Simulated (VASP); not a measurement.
SnSe (CsCl type): single point with PBE

The system is SnSe (CsCl type).

```
Sn Se
1.0
     3.26753    0.00000    0.00000
     0.00000    3.26753    0.00000
     0.00000    0.00000    3.26753
Sn Se
1 1
Direct
  0.00000 0.00000 0.00000
  0.50000 0.50000 0.50000
```

This cell differs from its parent crystal: volume scaled by 0.7.

```json
{
  "Program": "VASP 6.6.1",
  "Task": "single point",
  "Functional": "PBE",
  "Potentials or basis": "VASP PAW PBE potentials, release 64 (Sn_d, Se)",
  "Cutoff": "520 eV",
  "k mesh": "14 × 14 × 14",
  "Occupations": "fermi-dirac, width 0.1 eV",
  "Spin": "no spin polarisation"
}
```

```yaml
Pressure: 39.1 GPa
Band_gap_on_the_k_mesh: zero (band 10 reaches 12.36 eV, above the bottom of band 11 at 8.61 eV)
```

Levels at points of the mesh, in eV from the Fermi level:
| k point | band 6 | band 7 | band 8 | band 9 | band 10 | band 11 | band 12 | band 13 | band 14 | band 15 |
| --- | --- | --- | --- | --- | --- | --- | --- | --- | --- | --- |
| (0.00, 0.00, 0.00) | -17.13 | -4.80 | -3.35 | -3.35 | -3.35 | 3.20 | 3.20 | 8.75 | 8.75 | 8.75 |
| (0.50, 0.00, 0.00) | -15.18 | -11.19 | -1.28 | -1.28 | 0.19 | 1.73 | 3.17 | 3.17 | 4.99 | 7.57 |
| (0.50, 0.50, 0.00) | -13.46 | -7.98 | -7.98 | -7.03 | -0.70 | 5.06 | 5.06 | 6.32 | 6.81 | 8.70 |
| (0.50, 0.50, 0.50) | -12.71 | -5.05 | -5.05 | -5.05 | -3.82 | -2.80 | -2.80 | -2.80 | 18.15 | 18.15 |

Wall time 25 s on 1 thread of Intel(R) Xeon(R) Platinum 8259CL CPU @ 2.50GHz (Skylake/Cascade Lake) (shared host), peak memory 0.19 GiB.

Caveat: spin-orbit coupling is left out, which moves the levels of the heavy elements.
